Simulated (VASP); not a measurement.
# C in VASP: notebook, part 2 of 2

VASP 6.6.1.

## Step 4: Single point, PBEsol+D3(BJ) (atoms displaced along a vibrational mode)

INCAR reads:

```
SYSTEM = C
  PREC = Accurate
  ENCUT = 520
  EDIFF = 1E-6
  ISMEAR = 0
  SIGMA = 0.15
  LREAL = .False.
  LASPH = .True.
  NELM = 100
  ALGO = Normal
  ISIF = 2
  LWAVE = .False.
  LCHARG = .False.
  GGA = PS
  IVDW = 12
  NBANDS = 11
```

KPOINTS reads:

```
regular mesh
0
Gamma
  21 21 12
  0 0 0
```

POSCAR reads:

```
C
1.0
    2.4576582469      0.0000000000      0.0000000000
   -1.2288291235      2.1283944757      0.0000000000
    0.0000000000      0.0000000000      3.5294822413
C
2
Direct
    0.3251955054      0.6666666667      0.0000000000
    0.6748044946      0.3333333333      0.0000000000
```

Potentials or basis: VASP PAW PBE potentials, release 64 (C).

Launch:

```sh
$ cat potpaw_PBE.64/C/POTCAR > POTCAR
$ mpirun -np 1 vasp_std > vasp.out
```

OUTCAR:

```text
SYSTEM = C
   PREC = Accurate
   ENCUT = 520
   EDIFF = 1E-6
   ISMEAR = 0
   LREAL = .False.
   LASPH = .True.
   NELM = 100
   ISIF = 2
   GGA = PS
   IVDW = 12
 IVDW          = 12

 ion  position               nearest neighbor table
   1  0.325  0.667  0.000-   2 1.38   2 1.42   2 1.45
   2  0.675  0.333  0.000-   1 1.38   1 1.42   1 1.45

  LATTYP: Found a hexagonal cell.
 ALAT       =     2.4576582469
 C/A-ratio  =     1.4361159635

  Lattice vectors:

 A1 = (   2.4576582469,   0.0000000000,   0.0000000000)
 A2 = (  -1.2288291235,   2.1283944757,   0.0000000000)
 A3 = (   0.0000000000,   0.0000000000,   3.5294822413)

Analysis of symmetry for initial positions (statically):
=====================================================================
 Subroutine PRICEL returns:
 Original cell was already a primitive cell.

 Routine SETGRP: Setting up the symmetry group for a
 hexagonal supercell.

 Subroutine GETGRP returns: Found  4 space group operations
 (whereof  4 operations were pure point group operations)
 out of a pool of 24 trial point group operations.

The static configuration has the point symmetry C_2h.

Analysis of symmetry for dynamics (positions and initial velocities):
=====================================================================
 Subroutine PRICEL returns:
 Original cell was already a primitive cell.

 Routine SETGRP: Setting up the symmetry group for a
 hexagonal supercell.

 Subroutine GETGRP returns: Found  4 space group operations
 (whereof  4 operations were pure point group operations)
 out of a pool of 24 trial point group operations.

The dynamic configuration has the point symmetry C_2h.

 Subroutine INISYM returns: Found  4 space group operations
 (whereof  4 operations are pure point group operations),
 and found     1 'primitive' translations

----------------------------------------------------------------------------------------
[... 118 lines left out ...]
   GGA     = PS    functional components
   LHFCALC =     F    Hartree Fock is set to
   AEXX    =    0.0000 exact exchange contribution
   IVDW    =    12    specifies the selected vdW correction
   LEPSILON=     F    determine dielectric tensor
   LRPA    =     F    only Hartree local field effects (RPA)
 non-spin polarized calculation
 Gauss-broadening in eV      SIGMA  =   0.15
  energy-cutoff  :      520.00
  volume of cell :       18.46
 maximum number of plane-waves:       510
   NGX =  9   NGY =  9   NGZ = 13

 number of electron       8.0000000 magnetization

 Free energy of the ion-electron system (eV)
  ---------------------------------------------------
  ext. energy  EPLUGINS =         0.00000000
  ---------------------------------------------------
  free energy    TOTEN  =       -19.23050460 eV

  energy without entropy =      -19.23009036  energy(sigma->0) =      -19.23029748

 E-fermi :   4.2345     XC(G=0): -10.1924

 val. band max:        4.2126145834   @ k =   0.3333   0.3333   0.1667
 cond. band min:       4.2414950548   @ k =   0.3333   0.2857   0.5000
 fundamental gap:      0.0288804714
 Fermi energy:         4.2345280919

 k-point     1 :       0.0000    0.0000    0.0000
  band No.  band energies     occupation
      1     -15.4162      2.00000
      2      -2.6632      2.00000
      3       0.6504      2.00000
      4       1.8615      2.00000
      5       7.8960      0.00000
      6      11.7885      0.00000
      7      13.3504      0.00000
      8      15.9826      0.00000
      9      16.9602      0.00000
     10      26.2357      0.00000
     11      28.1198      0.00000
[... 309 lines left out ...]
 k-point    24 :       0.0000    0.3810    0.0000
  band No.  band energies     occupation
      1     -12.0217      2.00000
      2      -6.6802      2.00000
      3      -1.8162      2.00000
      4       1.0481      2.00000
      5       8.4931      0.00000
      6      11.5700      0.00000
      7      12.2772      0.00000
      8      18.3423      0.00000
      9      22.2636      0.00000
     10      23.3050      0.00000
     11      25.6016      0.00000

 [... further k-points ...]

------------------------ aborting loop because EDIFF is reached ----------------------------------------

 Edisp (eV)   -0.20925

 E8    (eV) :    -0.1017

  FORCE on cell =-STRESS in cart. coord.  units (eV):
  Direction    XX          YY          ZZ          XY          YZ          ZX
  --------------------------------------------------------------------------------------
  -------------------------------------------------------------------------------------
  Total       0.26749     0.22675    -0.01451     0.52392     0.00000     0.00000
  in kB      23.21283    19.67740    -1.25942    45.46625     0.00000     0.00000
  external pressure =       13.88 kB  Pullay stress =        0.00 kB

 VOLUME and BASIS-vectors are now :
 -----------------------------------------------------------------------------
  energy-cutoff  :      520.00
  volume of cell :       18.46
      direct lattice vectors                 reciprocal lattice vectors
     2.457658247  0.000000000  0.000000000     0.406891398  0.234918858  0.000000000
    -1.228829123  2.128394476  0.000000000     0.000000000  0.469837716  0.000000000
     0.000000000  0.000000000  3.529482241     0.000000000  0.000000000  0.283327676

 POSITION                                       TOTAL-FORCE (eV/Angst)
 -----------------------------------------------------------------------------------
     -0.02000      1.41893      0.00000         2.216884      0.108771     -0.000000
      1.24883      0.70946      0.00000        -2.216884     -0.108771      0.000000
 -----------------------------------------------------------------------------------
    total drift:                                0.000000     -0.000000     -0.000000

  FREE ENERGIE OF THE ION-ELECTRON SYSTEM (eV)
  ---------------------------------------------------
  free  energy   TOTEN  =       -19.4397539266 eV

  energy  without entropy=      -19.4393396866  energy(sigma->0) =      -19.43954681
```

Run time: 2.9 min. Hardware: 1 thread of Intel Xeon Platinum 8259CL at 2.50GHz (Skylake/Cascade Lake), shared host; peak memory 0.35 GiB.

Results:

* Free energy: -19.4398 eV
* Pressure: 1.4 GPa
* Largest force: 2.220 eV/Å
* Band gap on the k mesh: zero (bands 4 and 5 overlap by 0.48 eV)
* Dispersion energy per atom: -0.105 eV

Forces in eV/Å, atoms in the order of the input:
```
C    2.217  0.109  0.000
C   -2.217 -0.109  0.000
```

Stress tensor (GPa, compression positive):
```
 2.32  4.55  0.00
 4.55  1.97  0.00
 0.00  0.00 -0.13
```

Caveat: the cell differs from its parent crystal (atoms displaced along a vibrational mode); the PAW data sets were made with another functional, which shifts forces and pressure a little.

## Step 5: Single point, PBEsol+D3(BJ) (atoms displaced along a vibrational mode)

INCAR reads:

```
SYSTEM = C
PREC = Accurate
ENCUT = 520
EDIFF = 1E-6
ISMEAR = 0
SIGMA = 0.15
LREAL = .FALSE.
LASPH = .TRUE.
NELM = 60
ALGO = Normal
ISIF = 2
LWAVE = .FALSE.
LCHARG = .FALSE.
GGA = PS
IVDW = 12
NBANDS = 11
```

KPOINTS reads:

```
regular mesh
0
G
  21 21 12
  0 0 0
```

POSCAR reads:

```
C
1.0
    2.4576582469      0.0000000000      0.0000000000
   -1.2288291235      2.1283944757      0.0000000000
    0.0000000000      0.0000000000      3.5294822413
C
2
Direct
    0.3170576774      0.6666666667      0.0000000000
    0.6829423226      0.3333333333      0.0000000000
```

Potentials or basis: VASP PAW PBE potentials, release 64 (C).

Launch:

```sh
$ cat potpaw_PBE.64/C/POTCAR > POTCAR
$ mpirun -np 1 vasp_std > vasp.out
```

OUTCAR:

```text
SYSTEM = C
   PREC = Accurate
   ENCUT = 520
   EDIFF = 1E-6
   ISMEAR = 0
   LREAL = .FALSE.
   LASPH = .TRUE.
   NELM = 60
   ISIF = 2
   GGA = PS
   IVDW = 12
 IVDW          = 12

 ion  position               nearest neighbor table
   1  0.317  0.667  0.000-   2 1.35   2 1.42   2 1.49
   2  0.683  0.333  0.000-   1 1.35   1 1.42   1 1.49

  LATTYP: Found a hexagonal cell.
 ALAT       =     2.4576582469
 C/A-ratio  =     1.4361159635

  Lattice vectors:

[... 521 lines left out ...]
 [... further k-points ...]

------------------------ aborting loop because EDIFF is reached ----------------------------------------

 Edisp (eV)   -0.20932

 E8    (eV) :    -0.1017

  FORCE on cell =-STRESS in cart. coord.  units (eV):
  Direction    XX          YY          ZZ          XY          YZ          ZX
  --------------------------------------------------------------------------------------
  -------------------------------------------------------------------------------------
  Total       0.69434     0.52796    -0.01854     1.04648     0.00000     0.00000
  in kB      60.25528    45.81711    -1.60914    90.81513     0.00000     0.00000
  external pressure =       34.82 kB  Pullay stress =        0.00 kB

 VOLUME and BASIS-vectors are now :
 -----------------------------------------------------------------------------
  energy-cutoff  :      520.00
  volume of cell :       18.46
      direct lattice vectors                 reciprocal lattice vectors
     2.457658247  0.000000000  0.000000000     0.406891398  0.234918858  0.000000000
    -1.228829123  2.128394476  0.000000000     0.000000000  0.469837716  0.000000000
     0.000000000  0.000000000  3.529482241     0.000000000  0.000000000  0.283327676

 POSITION                                       TOTAL-FORCE (eV/Angst)
 -----------------------------------------------------------------------------------
     -0.04000      1.41893      0.00000         4.406739      0.436402      0.000000
      1.26883      0.70946      0.00000        -4.406739     -0.436402      0.000000
 -----------------------------------------------------------------------------------
    total drift:                                0.000000     -0.000000     -0.000000

  FREE ENERGIE OF THE ION-ELECTRON SYSTEM (eV)
  ---------------------------------------------------
  free  energy   TOTEN  =       -19.3072848203 eV

  energy  without entropy=      -19.3067593930  energy(sigma->0) =      -19.30702211
```

OSZICAR:

```text
N       E                     dE             d eps       ncg     rms          rms(c)
DAV:   1     0.552986450721E+01    0.55299E+01   -0.43999E+03 34904   0.656E+02
DAV:   2    -0.197428501116E+02   -0.25273E+02   -0.23923E+02 44759   0.131E+02
DAV:   3    -0.203566334646E+02   -0.61378E+00   -0.61243E+00 43806   0.170E+01
DAV:   4    -0.203588541426E+02   -0.22207E-02   -0.22205E-02 39577   0.123E+00
DAV:   5    -0.203588628924E+02   -0.87498E-05   -0.87495E-05 42578   0.710E-02    0.653E+00
DAV:   6    -0.194000551259E+02    0.95881E+00   -0.76527E-01 39094   0.527E+00    0.376E+00
DAV:   7    -0.190949376250E+02    0.30512E+00   -0.87764E-01 39939   0.567E+00    0.100E+00
DAV:   8    -0.190983535752E+02   -0.34160E-02   -0.25659E-02 37722   0.104E+00    0.152E-01
DAV:   9    -0.190978703702E+02    0.48320E-03   -0.99854E-04 40183   0.200E-01    0.641E-02
DAV:  10    -0.190979555394E+02   -0.85169E-04   -0.16292E-04 37732   0.866E-02    0.251E-02
DAV:  11    -0.190979620735E+02   -0.65341E-05   -0.95564E-06 40179   0.190E-02    0.361E-03
DAV:  12    -0.190979626982E+02   -0.62470E-06   -0.13077E-06 37824   0.763E-03
   1 F= -.19307285E+02 E0= -.19307022E+02  d E =-.525427E-03
```

stdout:

```text
POSCAR found type information on POSCAR C
 POSCAR found :  1 types and       2 ions
 scaLAPACK will be used
 -----------------------------------------------------------------------------
|                                                                             |
|                                                                             |
|     You enforced a specific xc type in the INCAR file but a different       |
|     I HOPE YOU KNOW WHAT YOU ARE DOING!                                     |
|                                                                             |
 -----------------------------------------------------------------------------

 LDA part: xc-table for (Slater+PW92), standard interpolation
 POSCAR, INCAR and KPOINTS ok, starting setup
 FFT: planning ... GRIDC
 FFT: planning ... GRID_SOFT
 FFT: planning ... GRID
 WAVECAR not read
 entering main loop
```

Wall time 2.9 min (1 thread of Intel Xeon Platinum 8259CL at 2.50GHz (Skylake/Cascade Lake), shared host); peak memory 0.35 GiB.

What came out:

```yaml
Free_energy: -19.3073 eV
Pressure: 3.5 GPa
Largest_force: 4.428 eV/Å
Band_gap_on_the_k_mesh: zero (bands 4 and 5 overlap by 0.46 eV)
Dispersion_energy_per_atom: -0.105 eV
```

Forces in eV/Å, atoms in the order of the input:
```
C    4.407  0.436  0.000
C   -4.407 -0.436  0.000
```

Caveat: the cell differs from its parent crystal (atoms displaced along a vibrational mode); the cell stands under pressure; the PAW data sets were made with another functional, which shifts forces and pressure a little.

## Step 6: Single point, PBEsol+D3(BJ) (atoms displaced along a vibrational mode)

INCAR reads:

```
PREC = Accurate
ENCUT = 520
EDIFF = 1E-7
ISMEAR = 0
SIGMA = 0.15
LREAL = False
LASPH = True
NELM = 60
ALGO = Normal
ISIF = 2
LWAVE = False
LCHARG = True
GGA = PS
IVDW = 12
LELF = True
LVHAR = True
NBANDS = 11
```

KPOINTS reads:

```
regular mesh
0
Gamma
  21 21 12
```

POSCAR reads:

```
C
1.0
    2.4576582469      0.0000000000      0.0000000000
   -1.2288291235      2.1283944757      0.0000000000
    0.0000000000      0.0000000000      3.5294822413
C
2
Direct
    0.3251955054      0.6666666667     -0.0088681563
    0.6748044946      0.3333333333      0.0088681563
```

Potentials or basis: VASP PAW PBE potentials, release 64 (C).

Launch:

```sh
$ cat potpaw_PBE.64/C/POTCAR > POTCAR
$ mpirun -np 1 vasp_std > vasp.out
```

It took 5.5 min on 1 thread of Intel Xeon Platinum 8259CL at 2.50GHz (Skylake/Cascade Lake), shared host; peak memory 0.5 GiB.

Results (log left out):

```yaml
Free_energy: -19.4071 eV
Pressure: 1.2 GPa
Largest_force: 2.436 eV/Å
Band_gap_on_the_k_mesh: zero (bands 4 and 5 overlap by 0.48 eV)
Dispersion_energy_per_atom: -0.105 eV
```

Forces on the atoms (eV/Å):
```
C    2.199  0.108  1.042
C   -2.199 -0.108 -1.042
```

Stress tensor (GPa, compression positive):
```
 2.24  4.45 -1.19
 4.45  1.89 -0.06
-1.19 -0.06 -0.68
```

Levels at points of the mesh, in eV from the Fermi level:
| k point | band 1 | band 2 | band 3 | band 4 | band 5 | band 6 | band 7 | band 8 |
| --- | --- | --- | --- | --- | --- | --- | --- | --- |
| (0.00, 0.00, 0.00) | -19.63 | -6.87 | -3.54 | -2.33 | 3.60 | 7.56 | 9.12 | 11.80 |
| (0.00, 0.00, 0.50) | -19.43 | -8.43 | -3.52 | -2.31 | 7.63 | 9.18 | 9.22 | 11.21 |

Caveat: the cell differs from its parent crystal (atoms displaced along a vibrational mode); the PAW data sets were made with another functional, which shifts forces and pressure a little.

## Step 7: The runs side by side

```csv
cell,gap on the mesh (eV),pressure (GPa),largest force (eV/Å)
"as given, atomic positions A",none,0.5,1.05
"as given, atomic positions B",none,7.0,6.69
"as given, atomic positions C",none,1.4,2.22
"as given, atomic positions D",none,3.5,4.43
"as given, atomic positions E",none,1.2,2.44
```

Alike in all rows: task single point; level PBEsol+D3(BJ); potentials or basis VASP PAW PBE potentials, release 64 (C); no spin polarisation; k mesh 21 × 21 × 12; cutoff (eV) 520; smearing gaussian 0.15 eV.

Caveats: the PAW data sets were made with another functional, which shifts forces and pressure a little; the cell stands under pressure (at least some runs).

Total energies depend on the potentials used, so only differences within one code and one set of settings carry meaning.
